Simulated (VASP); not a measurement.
Wanted: the native input for a VASP 6.6.1 run.

| Item | Value |
| --- | --- |
| Task | single point |
| Functional | r2SCAN |
| Potentials or basis | VASP PAW PBE potentials, release 64 (K_sv, H, Te) |
| Cutoff | 550 eV |
| k mesh | 6 × 6 × 6 |
| Occupations | methfessel-paxton, width 0.0762 eV |
| Spin | no spin polarisation |
| Dipole correction | no |
| Further INCAR settings | ALGO = Normal; EDIFF = 1e-06; NBANDS = 32 |

Crystal: KTe2H.

```xyz
8
Lattice="-3.8870 3.8870 3.7282 3.8870 -3.8870 3.7282 3.8870 3.8870 -3.7282" Properties=species:S:1:pos:R:3 pbc="T T T"
K     0.0000    0.0000    1.8641
K     0.0000    0.0000    5.5923
H     0.0000    3.8870    1.8641
H     3.8870    0.0000    1.8641
Te    2.8939    0.9932    0.0000
Te    2.8939   -0.9932    3.7282
Te    0.9932    2.8939    3.7282
Te    0.9932    4.8802    0.0000
```

The input as run:

POSCAR

```
KTe2H
1.0
   -3.8870416991      3.8870416991      3.7281771759
    3.8870416991     -3.8870416991      3.7281771759
    3.8870416991      3.8870416991     -3.7281771759
K H Te
2 2 4
Direct
    0.2500000000      0.2500000000      0.0000000000
    0.7500000000      0.7500000000      0.0000000000
    0.7500000000      0.2500000000      0.5000000000
    0.2500000000      0.7500000000      0.5000000000
    0.1277564812      0.3722435188      0.5000000000
    0.3722435188      0.8722435188      0.2444870377
    0.8722435188      0.6277564812      0.5000000000
    0.6277564812      0.1277564812      0.7555129623
```

INCAR.step1

```
SYSTEM = KTe2H
  PREC = Accurate
  ENCUT = 550
  ISMEAR = 1
  SIGMA = 0.0762
  LREAL = .FALSE.
  LASPH = .TRUE.
  NELM = 120
  NBANDS = 32
  GGA = PE
  ALGO = Normal
  EDIFF = 1E-5
  LWAVE = .TRUE.
  LCHARG = .FALSE.
  GGA_COMPAT = .FALSE.
```

INCAR.step2

```
SYSTEM = KTe2H
  PREC = Accurate
  ENCUT = 550
  EDIFF = 1E-6
  ISMEAR = 1
  SIGMA = 0.0762
  LREAL = .FALSE.
  LASPH = .TRUE.
  NELM = 120
  ALGO = Normal
  ISIF = 2
  LWAVE = .FALSE.
  LCHARG = .FALSE.
  METAGGA = R2SCAN
  LMIXTAU = .TRUE.
  NBANDS = 32
  ISTART = 1
  GGA_COMPAT = .FALSE.
```

KPOINTS

```
Automatic mesh
0
G
  6 6 6
  0 0 0
```

Potentials or basis: VASP PAW PBE potentials, release 64 (K_sv, H, Te).

Run with:

```sh
$ cat potpaw_PBE.64/K_sv/POTCAR potpaw_PBE.64/H/POTCAR potpaw_PBE.64/Te/POTCAR > POTCAR
$ cp INCAR.step1 INCAR
$ mpirun -np 1 vasp_std > vasp.out
$ cp INCAR.step2 INCAR
$ mpirun -np 1 vasp_std > vasp.out
```

Results of the run:

```
Pressure      : 0.0 GPa
Largest force : 0.032 eV/Å
```

Caveat: the PAW data sets were made with another functional, which shifts forces and pressure a little.

Run time: 36 min on 1 thread of Intel Xeon 8259CL, with other jobs on the host, peak memory 0.56 GiB.
